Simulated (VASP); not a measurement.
A run of VASP 6.6.1 is set up as follows.

INCAR

```
SYSTEM = SiO2
ALGO     = Normal         ! electronic algorithm
EDIFF    = 1E-7           ! SCF threshold, eV
ENCUT    = 520            ! plane-wave cutoff, eV
GGA      = PE             ! functional
ISIF     = 2              ! what is computed and relaxed
ISMEAR   = -1             ! smearing method
LASPH    = .TRUE.         ! aspherical terms in the spheres
LCHARG   = .TRUE.         ! write CHGCAR
LELF     = .TRUE.         ! ELF
LREAL    = .FALSE.        ! projectors in reciprocal space
LVHAR    = .TRUE.       
LWAVE    = .FALSE.        ! write WAVECAR
NBANDS   = 25             ! bands
NELM     = 80             ! most SCF steps
PREC     = Accurate       ! precision mode
SIGMA    = 0.02           ! smearing width, eV
```

KPOINTS

```
k-points
0
G
  6 6 10
  0 0 0
```

Contents of POSCAR:

```
SiO2
1.0
    4.0596331347      0.0000000000      0.0000000000
    0.0000000000      4.0596331347      0.0000000000
    0.0000000000      0.0000000000      2.5887746942
Si O
2 4
Direct
    0.0000000000      0.0000000000      0.0000000000
    0.5000000000      0.5000000000      0.5000000000
    0.3032819262      0.3032819262      0.0000000000
    0.1967180738      0.8032819262      0.5000000000
    0.8032819262      0.1967180738      0.5000000000
    0.6967180738      0.6967180738      0.0000000000
```

Potentials or basis: VASP PAW PBE potentials, release 64 (Si, O).

The run is started by

```bash
$ cat potpaw_PBE.64/Si/POTCAR potpaw_PBE.64/O/POTCAR > POTCAR
$ mpirun -np 1 vasp_std > vasp.out
```

Question: Predict the band gap on the k mesh.

Answer: 7.08 eV.

Question: Estimate the pressure.

Answer: 45.4 GPa.

Question: What does it give for the largest force?

Answer: 0.107 eV/Å.

Stress tensor (GPa, compression positive):
```
41.99  0.00  0.00
 0.00 41.99  0.00
 0.00  0.00 52.21
```

Caveat: the cell differs from its parent crystal (strain -3.0%); the cell stands under pressure. A k mesh can miss the band edges.
